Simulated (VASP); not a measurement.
A run of VASP 6.6.1:

File POSCAR:

```
Zr
1.0
   -0.9577319680      1.9154639360      1.9154639360
    1.9154639360     -0.9577319680      1.9154639360
    1.9154639360      1.9154639360     -0.9577319680
Zr
1
Direct
    0.0000000000      0.0000000000      0.0000000000
```

Contents of INCAR.step1:

```
SYSTEM = Zr
PREC     = Accurate       ! precision mode
ENCUT    = 520            ! plane-wave cutoff, eV
ISMEAR   = 0              ! smearing method
SIGMA    = 0.15           ! smearing width, eV
LREAL    = .FALSE.        ! projectors in reciprocal space
LASPH    = .TRUE.         ! aspherical terms in the spheres
NELM     = 80             ! most SCF steps
NBANDS   = 12             ! bands
GGA      = PE             ! functional
ALGO     = Normal         ! electronic algorithm
EDIFF    = 1E-4           ! SCF threshold, eV
LWAVE    = .TRUE.         ! write WAVECAR
LCHARG   = .FALSE.        ! write CHGCAR
```

File INCAR.step2:

```
SYSTEM = Zr
PREC     = Accurate       ! precision mode
ENCUT    = 520            ! plane-wave cutoff, eV
EDIFF    = 1E-7           ! SCF threshold, eV
ISMEAR   = 0              ! smearing method
SIGMA    = 0.15           ! smearing width, eV
LREAL    = .FALSE.        ! projectors in reciprocal space
LASPH    = .TRUE.         ! aspherical terms in the spheres
NELM     = 80             ! most SCF steps
ALGO     = Normal         ! electronic algorithm
ISIF     = 2              ! what is computed and relaxed
LWAVE    = .FALSE.        ! write WAVECAR
LCHARG   = .TRUE.         ! write CHGCAR
METAGGA  = R2SCAN         ! meta-GGA
LMIXTAU  = .TRUE.       
LELF     = .TRUE.         ! ELF
LVHAR    = .TRUE.       
NBANDS   = 12             ! bands
ISTART   = 1
```

KPOINTS

```
regular mesh
0
G
  20 20 20
  0 0 0
```

Potentials or basis: VASP PAW PBE potentials, release 64 (Zr_sv).

Command:

```sh
$ cat potpaw_PBE.64/Zr_sv/POTCAR > POTCAR
$ cp INCAR.step1 INCAR
$ mpirun -np 1 vasp_std > vasp.out
$ cp INCAR.step2 INCAR
$ mpirun -np 1 vasp_std > vasp.out
```

Hardware: 1 thread of AMD EPYC 9R45 96-Core Processor (Zen 5), on a shared host.

**Question.** How long does it take, and how much memory?

**Answer.** It took 2.7 min on 1 thread of AMD EPYC 9R45 96-Core Processor (Zen 5), with other jobs on the host, peak memory 0.17 GiB. Counts: k points 286.
